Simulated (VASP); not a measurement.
Here is a VASP 6.6.1 calculation.

File INCAR:

```
PREC = Accurate
ENCUT = 520
EDIFF = 1E-6
ISMEAR = -1
SIGMA = 0.05
LREAL = False
LASPH = True
NELM = 80
ALGO = Normal
ISIF = 2
LWAVE = False
LCHARG = False
NBANDS = 17
```

The input KPOINTS:

```
regular mesh
0
Gamma
  7 7 7
```

File POSCAR:

```
TePb
1.0
    0.0000000000      3.1010212719      3.1010212719
    3.1010212719      0.0000000000      3.1010212719
    3.1010212719      3.1010212719      0.0000000000
Pb Te
1 1
Direct
    0.0000000000      0.0000000000      0.0000000000
    0.5000000000      0.5000000000      0.5000000000
```

Potentials or basis: VASP PAW LDA potentials, release 64 (Pb_d, Te).

Command:

```bash
$ cat potpaw_LDA.64/Pb_d/POTCAR potpaw_LDA.64/Te/POTCAR > POTCAR
$ mpirun -np 1 vasp_std > vasp.out
```

(1) What does it give for the pressure?

Results:

(1) 5.1 GPa.
